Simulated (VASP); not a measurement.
# GaP (F-43m) in VASP: a series of runs

The runs below take GaP through single point, with PBEsol.

All numbers are computed with VASP 6.6.1; they aren't measurements. Logs are shortened: lines on timing, memory, paths and dates and some standing lists are left out, and cuts for length are marked.

### 1 The cell of the first run

It takes space group F-43m (No. 216, cubic). Conventional cell: a = 5.059 Å, b = 5.059 Å, c = 5.059 Å, α = 90.00°, β = 90.00°, γ = 90.00°. Ga (site symmetry -43m) has 4 P at 2.19 Å within 2.9 Å. P (site symmetry -43m) has 4 Ga at 2.19 Å within 2.9 Å.

### 2 Single point, PBEsol (16.19 Å³/atom)

Input file INCAR:

```
SYSTEM = GaP
PREC     = Accurate       ! precision mode
ENCUT    = 500            ! plane-wave cutoff, eV
EDIFF    = 1E-6           ! SCF threshold, eV
ISMEAR   = 0              ! smearing method
SIGMA    = 0.01           ! smearing width, eV
LREAL    = .False.        ! projectors in reciprocal space
LASPH    = .True.         ! aspherical terms in the spheres
NELM     = 120            ! most SCF steps
ALGO     = Normal         ! electronic algorithm
ISIF     = 2              ! what is computed and relaxed
LWAVE    = .False.        ! write WAVECAR
LCHARG   = .False.        ! write CHGCAR
GGA      = PS             ! functional
NBANDS   = 16             ! bands
GGA_COMPAT= .False.
```

Input file KPOINTS:

```
regular mesh
0
Gamma
  10 10 10
  0 0 0
```

Input file POSCAR:

```
GaP
1.0
    0.0000000000      2.5296659143      2.5296659143
    2.5296659143      0.0000000000      2.5296659143
    2.5296659143      2.5296659143      0.0000000000
Ga P
1 1
Direct
    0.0000000000      0.0000000000      0.0000000000
    0.2500000000      0.2500000000      0.2500000000
```

Potentials or basis: VASP PAW PBE potentials, release 64 (Ga_d, P).

Started as:

```bash
$ cat potpaw_PBE.64/Ga_d/POTCAR potpaw_PBE.64/P/POTCAR > POTCAR
$ mpirun -np 1 vasp_std > vasp.out
```

OUTCAR:

```text
SYSTEM = GaP
   PREC = Accurate
   ENCUT = 500
   EDIFF = 1E-6
   ISMEAR = 0
   LREAL = .False.
   LASPH = .True.
   NELM = 120
   ISIF = 2
   GGA = PS

 ion  position               nearest neighbor table
   1  0.000  0.000  0.000-   2 2.19   2 2.19   2 2.19   2 2.19
   2  0.250  0.250  0.250-   1 2.19   1 2.19   1 2.19   1 2.19

  LATTYP: Found a face centered cubic cell.
 ALAT       =     5.0593318286

  Lattice vectors:

 A1 = (   0.0000000000,   2.5296659143,   2.5296659143)
 A2 = (   2.5296659143,   0.0000000000,   2.5296659143)
 A3 = (   2.5296659143,   2.5296659143,   0.0000000000)

Analysis of symmetry for initial positions (statically):
=====================================================================
 Subroutine PRICEL returns:
 Original cell was already a primitive cell.

 Routine SETGRP: Setting up the symmetry group for a
 face centered cubic supercell.

 Subroutine GETGRP returns: Found 24 space group operations
 (whereof 24 operations were pure point group operations)
 out of a pool of 48 trial point group operations.

The static configuration has the point symmetry T_d .

Analysis of symmetry for dynamics (positions and initial velocities):
=====================================================================
 Subroutine PRICEL returns:
 Original cell was already a primitive cell.

 Routine SETGRP: Setting up the symmetry group for a
 face centered cubic supercell.

 Subroutine GETGRP returns: Found 24 space group operations
 (whereof 24 operations were pure point group operations)
 out of a pool of 48 trial point group operations.

The dynamic configuration has the point symmetry T_d .

 Subroutine INISYM returns: Found 24 space group operations
 (whereof 24 operations are pure point group operations),
 and found     1 'primitive' translations

----------------------------------------------------------------------------------------

                                     Primitive cell

  volume of cell :      32.3757

  direct lattice vectors                    reciprocal lattice vectors
     0.000000000  2.529665914  2.529665914    -0.197654559  0.197654559  0.197654559
     2.529665914  0.000000000  2.529665914     0.197654559 -0.197654559  0.197654559
     2.529665914  2.529665914  0.000000000     0.197654559  0.197654559 -0.197654559

  length of vectors
     3.577487844  3.577487844  3.577487844     0.342347738  0.342347738  0.342347738

  position of ions in fractional coordinates (direct lattice)
     0.000000000  0.000000000  0.000000000
     0.250000000  0.250000000  0.250000000

  ion indices of the primitive-cell ions
   primitive index   ion index
                 1           1
                 2           2

----------------------------------------------------------------------------------------

 KPOINTS: regular mesh

Automatic generation of k-mesh.
 Grid dimensions read from file:
 generate k-points for:   10   10   10

 Generating k-lattice:

  Cartesian coordinates                     Fractional coordinates (reciprocal lattice)
    -0.019765456  0.019765456  0.019765456     0.100000000  0.000000000  0.000000000
     0.019765456 -0.019765456  0.019765456     0.000000000  0.100000000  0.000000000
     0.019765456  0.019765456 -0.019765456     0.000000000  0.000000000  0.100000000

  Length of vectors
     0.034234774  0.034234774  0.034234774

  Shift w.r.t. Gamma in fractional coordinates (k-lattice)
     0.000000000  0.000000000  0.000000000

 Subroutine IBZKPT returns following result:
 ===========================================

 Found     47 irreducible k-points:

 Following reciprocal coordinates:
            Coordinates               Weight
  0.000000  0.000000  0.000000      1.000000
  0.100000  0.000000  0.000000      8.000000
  0.200000  0.000000  0.000000      8.000000
  0.300000  0.000000  0.000000      8.000000
  0.400000  0.000000  0.000000      8.000000
  0.500000  0.000000  0.000000      4.000000
[... 16 lines left out ...]
  0.300000  0.300000  0.000000      6.000000
  0.400000  0.300000  0.000000     24.000000
 [... further k-points ...]
   k-points           NKPTS =     47   k-points in BZ     NKDIM =     47   number of bands    NBANDS=     16
   number of dos      NEDOS =    301   number of ions     NIONS =      2
   total plane-waves  NPLWV =  21952
   dimension x,y,z NGX =    28 NGY =   28 NGZ =   28
   dimension x,y,z NGXF=    56 NGYF=   56 NGZF=   56
   ions per type =               1   1
   NGX,Y,Z   is equivalent  to a cutoff of  13.01, 13.01, 13.01 a.u.
   NGXF,Y,Z  is equivalent  to a cutoff of  26.02, 26.02, 26.02 a.u.
 SYSTEM =  GaP
   PREC   = accura    normal or accurate (medium, high low for compatibility)
   ISTART =      0    job   : 0-new  1-cont  2-samecut
   ICHARG =      2    charge: 1-file 2-atom 10-const
   ISPIN  =      1    spin polarized calculation?
   LNONCOLLINEAR =      F non collinear calculations
   LSORBIT =      F    spin-orbit coupling
   LASPH  =      T    aspherical Exc in radial PAW
   ENCUT  =  500.0 eV  36.75 Ry    6.06 a.u.   6.52  6.52  6.52*2*pi/ulx,y,z
   NELM   =    120;   NELMIN=  2; NELMDL= -5     # of ELM steps
   EDIFF  = 0.1E-05   stopping-criterion for ELM
   LREAL  =      F    real-space projection
   EDIFFG = 0.1E-04   stopping-criterion for IOM
   NSW    =      0    number of steps for IOM
   IBRION =     -1    ionic relax: 0-MD 1-quasi-New 2-CG
   NFREE  =      0    steps in history (QN), initial steepest desc. (CG)
   ISIF   =      2    stress and relaxation
   ISYM   =      2    0-nonsym 1-usesym 2-fastsym
   POTIM  = 0.5000    time-step for ionic-motion
   TEBEG  =    0.0;   TEEND  =   0.0 temperature during run
   PSTRESS=    0.0 pullay stress
   NELECT =      18.0000    total number of electrons
   NUPDOWN=      -1.0000    fix difference up-down
   EMIN   =  10.00;   EMAX   =-10.00  energy-range for DOS
   EFERMI =   0.00;   METHOD = LEGACY
   ISMEAR =     0;   SIGMA  =   0.01  broadening in eV -4-tet -1-fermi 0-gaus
   EFERMI_NEDOS =   21; number of points for ismear=-14 and -15
   IALGO  =     38    algorithm
   IMIX   =      4    mixing-type and parameters
     AMIX     =   0.40;   BMIX     =  1.00
     AMIX_MAG =   1.60;   BMIX_MAG =  1.00
  volume/ion in A,a.u.               =      16.19       109.24
  Fermi-wavevector in a.u.,A,eV,Ry     =   1.346147  2.543849 24.655278  1.812112
  Thomas-Fermi vector in A             =   2.474003
   LORBIT       =      0    0 simple, 1 ext, 2 COOP (PROOUT), +10 PAW based schemes
   GGA     = PS    functional components
   LHFCALC =     F    Hartree Fock is set to
   AEXX    =    0.0000 exact exchange contribution
   IVDW    =     0    specifies the selected vdW correction
   LEPSILON=     F    determine dielectric tensor
   LRPA    =     F    only Hartree local field effects (RPA)
 non-spin polarized calculation
 Gauss-broadening in eV      SIGMA  =   0.01
  energy-cutoff  :      500.00
  volume of cell :       32.38
 maximum number of plane-waves:       869
 NGX is ok and might be reduce to    28
   NGX = 13   NGY = 13   NGZ = 13

 number of electron      17.9999988 magnetization

 Free energy of the ion-electron system (eV)
  ---------------------------------------------------
  ext. energy  EPLUGINS =         0.00000000
  ---------------------------------------------------
  free energy    TOTEN  =        -9.33210674 eV

  energy without entropy =       -9.33210674  energy(sigma->0) =       -9.33210674

 E-fermi :   7.2435     XC(G=0): -11.0709

 val. band max:        7.1572943405   @ k =   0.0000   0.0000   0.0000
 cond. band min:       8.1189598836   @ k =   0.5000   0.5000   0.0000
 fundamental gap:      0.9616655431
 Fermi energy:         7.2435133791

 k-point     1 :       0.0000    0.0000    0.0000
  band No.  band energies     occupation
      1      -7.9999      2.00000
      2      -7.9999      2.00000
      3      -7.9999      2.00000
      4      -7.8091      2.00000
      5      -7.8091      2.00000
      6      -7.3043      2.00000
[... 8 lines left out ...]
     15      17.2066      0.00000
     16      17.2066      0.00000

 k-point     2 :       0.1000    0.0000    0.0000
  band No.  band energies     occupation
      1      -8.0358      2.00000
      2      -7.9937      2.00000
      3      -7.9937      2.00000
      4      -7.8094      2.00000
      5      -7.8094      2.00000
      6      -7.1164      2.00000
[... 8 lines left out ...]
     15      16.5996      0.00000
     16      17.4797      0.00000

 k-point     3 :       0.2000    0.0000    0.0000
  band No.  band energies     occupation
      1      -8.0973      2.00000
      2      -7.9786      2.00000
      3      -7.9786      2.00000
      4      -7.8088      2.00000
      5      -7.8088      2.00000
      6      -6.6036      2.00000
[... 8 lines left out ...]
     15      16.0905      0.00000
     16      17.7932      0.00000

 k-point     4 :       0.3000    0.0000    0.0000
  band No.  band energies     occupation
      1      -8.1489      2.00000
      2      -7.9635      2.00000
      3      -7.9635      2.00000
      4      -7.8043      2.00000
      5      -7.8043      2.00000
      6      -5.8267      2.00000
[... 8 lines left out ...]
     15      16.6735      0.00000
     16      17.4953      0.00000

 k-point     5 :       0.4000    0.0000    0.0000
  band No.  band energies     occupation
      1      -8.1828      2.00000
      2      -7.9545      2.00000
      3      -7.9545      2.00000
      4      -7.7971      2.00000
      5      -7.7971      2.00000
      6      -4.9055      2.00000
[... 8 lines left out ...]
     15      18.2030      0.00000
     16      18.6326      0.00000

 k-point     6 :       0.5000    0.0000    0.0000
  band No.  band energies     occupation
      1      -8.1947      2.00000
      2      -7.9519      2.00000
      3      -7.9519      2.00000
      4      -7.7934      2.00000
      5      -7.7934      2.00000
      6      -4.3570      2.00000
[... 8 lines left out ...]
     15      19.5095      0.00000
     16      19.7071      0.00000
[... 267 lines left out ...]
 k-point    21 :      -0.3000    0.2000    0.0000
  band No.  band energies     occupation
      1      -8.1757      2.00000
      2      -7.9459      2.00000
      3      -7.9335      2.00000
      4      -7.8118      2.00000
      5      -7.8075      2.00000
      6      -4.7150      2.00000
[... 8 lines left out ...]
     15      19.2277      0.00000
     16      20.8869      0.00000

 k-point    22 :      -0.2000    0.2000    0.0000
  band No.  band energies     occupation
      1      -8.1523      2.00000
      2      -7.9534      2.00000
      3      -7.9519      2.00000
      4      -7.8183      2.00000
      5      -7.8033      2.00000
      6      -5.5733      2.00000
[... 8 lines left out ...]
     15      19.6879      0.00000
     16      20.4882      0.00000

 k-point    23 :       0.3000    0.3000    0.0000
  band No.  band energies     occupation
      1      -8.1825      2.00000
      2      -7.9150      2.00000
      3      -7.9150      2.00000
      4      -7.8662      2.00000
      5      -7.7794      2.00000
      6      -5.3677      2.00000
[... 8 lines left out ...]
     15      18.6663      0.00000
     16      22.7588      0.00000

 k-point    24 :       0.4000    0.3000    0.0000
  band No.  band energies     occupation
      1      -8.2008      2.00000
      2      -7.9053      2.00000
      3      -7.8988      2.00000
      4      -7.8714      2.00000
      5      -7.7749      2.00000
      6      -4.6582      2.00000
[... 8 lines left out ...]
     15      19.5070      0.00000
     16      22.5002      0.00000

 [... further k-points ...]

------------------------ aborting loop because EDIFF is reached ----------------------------------------

  FORCE on cell =-STRESS in cart. coord.  units (eV):
  Direction    XX          YY          ZZ          XY          YZ          ZX
  --------------------------------------------------------------------------------------
  -------------------------------------------------------------------------------------
  Total        5.9136097      5.9136097      5.9136097      0.0000000      0.0000000      0.0000000
  in kB      292.6467708    292.6467708    292.6467708      0.0000000      0.0000000      0.0000000
  external PRESSURE =     292.6467708 kB  Pullay stress =       0.0000000 kB

 VOLUME and BASIS-vectors are now :
 -----------------------------------------------------------------------------
  energy-cutoff  :      500.00
  volume of cell :       32.38
      direct lattice vectors                 reciprocal lattice vectors
     0.000000000  2.529665914  2.529665914    -0.197654559  0.197654559  0.197654559
     2.529665914  0.000000000  2.529665914     0.197654559 -0.197654559  0.197654559
     2.529665914  2.529665914  0.000000000     0.197654559  0.197654559 -0.197654559

 POSITION                                       TOTAL-FORCE (eV/Angst)
 -----------------------------------------------------------------------------------
      0.00000      0.00000      0.00000         0.000000     -0.000000     -0.000000
      1.26483      1.26483      1.26483        -0.000000      0.000000      0.000000
 -----------------------------------------------------------------------------------
    total drift:                                0.000001      0.000001      0.000001

  FREE ENERGIE OF THE ION-ELECTRON SYSTEM (eV)
  ---------------------------------------------------
  free  energy   TOTEN  =        -9.3321067386 eV

  energy  without entropy=       -9.3321067386  energy(sigma->0) =       -9.33210674
```

Wall time 54 s (1 thread of Intel Xeon 8259CL, shared host); peak memory 0.17 GiB.

Results:

```
Free energy            : -9.3321 eV
Pressure               : 29.3 GPa
Band gap on the k mesh : 0.96 eV (least direct gap 3.64 eV)
```

Caveat: the cell stands under pressure; the PAW data sets were made with another functional, which shifts forces and pressure a little.

### 3 Single point, PBEsol (17.00 Å³/atom)

This run uses another cell than the first one, of 17.00 Å³/atom.

Input file INCAR:

```
  ALGO = Normal
  EDIFF = 1E-6
  ENCUT = 500
  GGA = PS
  GGA_COMPAT = False
  ISIF = 2
  ISMEAR = 0
  LASPH = True
  LCHARG = False
  LREAL = False
  LWAVE = False
  NBANDS = 16
  NELM = 120
  PREC = Accurate
  SIGMA = 0.01
```

Input file KPOINTS:

```
k-points
0
Gamma
  10 10 10
```

Input file POSCAR:

```
GaP
1.0
    0.0000000000      2.5711432193      2.5711432193
    2.5711432193      0.0000000000      2.5711432193
    2.5711432193      2.5711432193      0.0000000000
Ga P
1 1
Direct
    0.0000000000      0.0000000000      0.0000000000
    0.2500000000      0.2500000000      0.2500000000
```

Potentials or basis: VASP PAW PBE potentials, release 64 (Ga_d, P).

Started as:

```bash
$ cat potpaw_PBE.64/Ga_d/POTCAR potpaw_PBE.64/P/POTCAR > POTCAR
$ mpirun -np 1 vasp_std > vasp.out
```

Run time: 51 s. Hardware: 1 thread of Intel Xeon 8259CL, shared host; peak memory 0.17 GiB.

It converged, with:

```
Free energy            : -9.5821 eV
Pressure               : 20.4 GPa
Band gap on the k mesh : 1.10 eV (least direct gap 3.23 eV)
```

Levels at points of the mesh, in eV from the valence-band top:
```
           k point  band 7  band 8  band 9  band 10  band 11  band 12
(0.00, 0.00, 0.00)    0.00    0.00    0.00     3.23     3.72     3.72
(0.50, 0.00, 0.00)   -7.84   -1.42   -1.42     2.11     4.54     4.54
(0.50, 0.50, 0.00)   -7.73   -3.39   -3.39     1.10     1.45    11.85
```

Caveat: the cell stands under pressure; the PAW data sets were made with another functional, which shifts forces and pressure a little. A k mesh can miss the band edges.
